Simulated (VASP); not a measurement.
# CdSe (zincblende type): single point with PBE

The system is CdSe (zincblende type).

```
Cd Se
1.0
     0.00000    2.96885    2.96885
     2.96885    0.00000    2.96885
     2.96885    2.96885    0.00000
Cd Se
1 1
Direct
  0.00000 0.00000 0.00000
  0.25000 0.25000 0.25000
```

This cell differs from its parent crystal: volume scaled by 0.88.

| Property | Result |
| --- | --- |
| Program | VASP 6.6.1 |
| Task | single point |
| Functional | PBE |
| Potentials or basis | VASP PAW PBE potentials, release 64 (Cd, Se) |
| Cutoff | 520 eV |
| k mesh | 11 × 11 × 11 |
| Occupations | fermi-dirac, width 0.1 eV |
| Spin | no spin polarisation |

* Pressure: 8.1 GPa
* Band gap on the k mesh: 0.76 eV, direct

Levels at points of the mesh, in eV from the valence-band top:
| k point | band 6 | band 7 | band 8 | band 9 | band 10 | band 11 | band 12 | band 13 |
| --- | --- | --- | --- | --- | --- | --- | --- | --- |
| (0.00, 0.00, 0.00) | -7.75 | 0.00 | 0.00 | 0.00 | 0.76 | 5.92 | 5.92 | 5.92 |

Run time: 21 s on 1 thread of Intel(R) Xeon(R) 6975P-C (Granite Rapids), on a shared host, peak memory 0.2 GiB.
